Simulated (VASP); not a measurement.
A run of VASP 6.6.1 is set up as follows.

File INCAR:

```
SYSTEM = SrTiO3
PREC     = Accurate       ! precision mode
ENCUT    = 520            ! plane-wave cutoff, eV
EDIFF    = 1E-8           ! SCF threshold, eV
ISMEAR   = -1             ! smearing method
SIGMA    = 0.05           ! smearing width, eV
LREAL    = .False.        ! projectors in reciprocal space
LASPH    = .True.         ! aspherical terms in the spheres
NELM     = 100            ! most SCF steps
ALGO     = Normal         ! electronic algorithm
ISIF     = 2              ! what is computed and relaxed
LWAVE    = .False.        ! write WAVECAR
LCHARG   = .False.        ! write CHGCAR
GGA      = PE             ! functional
LEFG     = .True.       
NBANDS   = 28             ! bands
```

The input KPOINTS:

```
Automatic mesh
0
Gamma
  7 7 7
  0 0 0
```

File POSCAR:

```
SrTiO3
1.0
    3.9050000000      0.0000000000      0.0000000000
    0.0000000000      3.9050000000      0.0000000000
    0.0000000000      0.0000000000      3.8659500000
Sr Ti O
1 1 3
Direct
    0.0000000000      0.0000000000      0.0000000000
    0.5000000000      0.5000000000      0.5000000000
    0.0000000000      0.5000000000      0.5000000000
    0.5000000000      0.0000000000      0.5000000000
    0.5000000000      0.5000000000      0.0000000000
```

Potentials or basis: VASP PAW PBE potentials, release 64 (Sr_sv, Ti_sv, O).

Run with:

```sh
$ cat potpaw_PBE.64/Sr_sv/POTCAR potpaw_PBE.64/Ti_sv/POTCAR potpaw_PBE.64/O/POTCAR > POTCAR
$ mpirun -np 1 vasp_std > vasp.out
```

Task: What does it give for the band gap on the k mesh?

Result: 1.93 eV, indirect (least direct gap 2.21 eV).

Task: What does it give for the pressure?

Result: 7.0 GPa.

Stress tensor (GPa, compression positive):
```
6.10 0.00 0.00
0.00 6.10 0.00
0.00 0.00 8.70
```

Caveat: the cell differs from its parent crystal (zz strain of -1 %); without QUAD_EFG the Cq values of the log hold for a quadrupole moment of 1 mb, not for the nuclei. A k mesh can miss the band edges.
